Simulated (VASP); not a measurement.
MgS (rocksalt type):

```
Mg S
1.0
     0.00000    2.61444    2.61444
     2.61444    0.00000    2.61444
     2.61444    2.61444    0.00000
Mg S
1 1
Cartesian
  0.0000 0.0000 0.0000
  2.6144 2.6144 2.6144
```

Base run:

| Property | Result |
| --- | --- |
| Program | VASP 6.6.1 |
| Functional | r2SCAN |
| Potentials or basis | VASP PAW PBE potentials, release 64 (Mg, S) |
| Cutoff | 520 eV |
| k mesh | 14 × 14 × 14 |
| Occupations | fermi-dirac, width 0.03 eV |
| Spin | no spin polarisation |

Its results: band gap on the k mesh 3.40 eV, indirect (least direct gap 4.49 eV); pressure -1.6 GPa.

**Question.** The run is repeated on the same cell with these changes: functional from r2SCAN to PBEsol. What comes out?

**Answer.** Band gap on the k mesh 2.67 eV, indirect (least direct gap 3.48 eV); pressure -2.2 GPa.

r2SCAN gives the wider gap, since meta-GGAs in the generalised Kohn-Sham scheme recover part of the derivative discontinuity.

Caveats: the PAW data sets were made with another functional, which shifts forces and pressure a little.

A k mesh can miss the band edges.
